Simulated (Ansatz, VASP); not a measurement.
# NaCl in VASP and in Ansatz

```xyz
2
Lattice="0.0000 2.9706 2.7443 2.9706 0.0000 2.7443 2.9706 2.9706 0.0000" Properties=species:S:1:pos:R:3 pbc="T T T"
Na    0.0000    0.0000    0.0000
Cl    2.9706    2.9706    2.7443
```

Change from the starting cell: epitaxial_xy strain +6.0%.

Alike in both runs: task single point; functional PBE; k mesh 8 × 8 × 8; occupations fermi-dirac, width 0.02 eV; no spin polarisation.

|  | VASP | Ansatz |
| --- | --- | --- |
| version | VASP 6.6.1 | Ansatz 0.2.0 |
| potentials or method | VASP PAW PBE potentials, release 64 (Na_pv, Cl) | plane waves, PAW |
| plane-wave cutoff (eV) | 520 | 420 |
| valence electrons in the cell | 14 | 16 |

```tsv
	VASP	Ansatz	Ansatz less VASP
gap on the k mesh at the Fermi level (eV)	4.81	4.81	0.000
pressure (GPa)	-0.7	-0.7	+0.03
traceless stress, the component that is largest in VASP (GPa)	1.70	1.68	-0.014
```

The functional is the same, so the differences come from potentials, cutoffs and numerics. VASP's potentials hold 14 valence electrons a cell and Ansatz's 16, so a difference there can come from the potentials and not from the codes.
